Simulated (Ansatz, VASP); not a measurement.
# La: VASP beside Ansatz

The input INCAR:

```
SYSTEM = La
PREC = Accurate
ENCUT = 520
EDIFF = 1E-8
ISMEAR = -1
SIGMA = 0.05
LREAL = .False.
LASPH = .True.
NELM = 100
ALGO = Normal
ISIF = 2
LWAVE = .False.
LCHARG = .False.
LEFG = .True.
NBANDS = 18
```

File KPOINTS:

```
regular mesh
0
Gamma
  11 11 6
  0 0 0
```

POSCAR

```
La
1.0
    3.7125020302      0.0000000000      0.0000000000
   -1.8562510150      3.2151210697      0.0000000000
    0.0000000000      0.0000000000      6.0700000000
La
2
Direct
    0.3333333333      0.6666666667      0.2500000000
    0.6666666667      0.3333333333      0.7500000000
```

Input for Ansatz:

```yaml
crystal:
  lattice:
    - [3.7125020302, 0.0, 0.0]
    - [-1.856251015, 3.2151210697, 0.0]
    - [0.0, 0.0, 6.07]
  atoms:
    - { symbol: La, position: [0.3333333333, 0.6666666667, 0.25] }
    - { symbol: La, position: [0.6666666667, 0.3333333333, 0.75] }
kpoints:
  mp_grid: { grid: [11, 11, 6] }
scf:
  occupations: { method: fermi_dirac, width: 0.05 }
hamiltonian:
  xc: lda
  pseudopotentials: { kind: all_electron, datasets: crystal }
output:
  forces: true
  stress: true
  eigenvalues: true
  efg: { contact_densities: true }
```

Change from the starting cell: equal xx and yy strain of -1 %, crystal datasets.

Alike in both runs: task electric field gradients; functional LDA; k mesh 11 × 11 × 6; occupations fermi-dirac, width 0.05 eV; no spin polarisation.

```csv
,VASP,Ansatz
version,VASP 6.6.1,Ansatz 0.2.0
potentials or method,"VASP PAW LDA potentials, release 64 (La), cutoff 520 eV","all-electron PAW with datasets made for the crystal, scalar-relativistic"
```

```tsv
	VASP	Ansatz	Ansatz less VASP
pressure (GPa)	-2.7	-2.6	+0.09
traceless stress, the component that is largest in VASP (GPa)	-0.16	-0.16	+0.008
size of Vzz on the site where it differs most (V/Å²)	2.6	1.6	-0.96
```

LDA's correlation is that of Perdew and Zunger in VASP and of Perdew and Wang (1992) in Ansatz. Ansatz ran all-electron here, and VASP with PAW potentials.

Spin-orbit coupling is off throughout.
